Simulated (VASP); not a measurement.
Here is a VASP 6.6.1 calculation.

INCAR

```
SYSTEM = Re
PREC = Accurate
ENCUT = 520
EDIFF = 1E-6
ISMEAR = 0
SIGMA = 0.15
LREAL = .False.
LASPH = .True.
NELM = 80
ALGO = Fast
ISIF = 2
LWAVE = .False.
LCHARG = .False.
NBANDS = 14
```

KPOINTS

```
regular mesh
0
Gamma
  21 21 12
  0 0 0
```

Contents of POSCAR:

```
Re
1.0
    2.8897765155      0.0000000000      0.0000000000
   -1.4448882578      2.2870832339      0.0000000000
    0.0000000000      0.0000000000      4.4735766300
Re
2
Direct
    0.3333333333      0.6666666667      0.2500000000
    0.6666666667      0.3333333333      0.7500000000
```

Potentials or basis: VASP PAW LDA potentials, release 64 (Re).

Launch:

```console
$ cat potpaw_LDA.64/Re/POTCAR > POTCAR
$ mpirun -np 1 vasp_std > vasp.out
```

(1) What does it give for the pressure?

(2) What does it give for the band gap on the k mesh?

(3) Predict the largest force.

## Answers

(1) -8.7 GPa.

(2) zero (bands 7 and 8 overlap by 3.01 eV).

(3) 0.240 eV/Å.

Caveat: the cell differs from its parent crystal (strain +0.0450 x Voigt [1, -1, 0, 0, 0, 0]); the stress differs along the axes, from -20 to 6 GPa; spin-orbit coupling is left out, which moves the levels of the heavy elements.
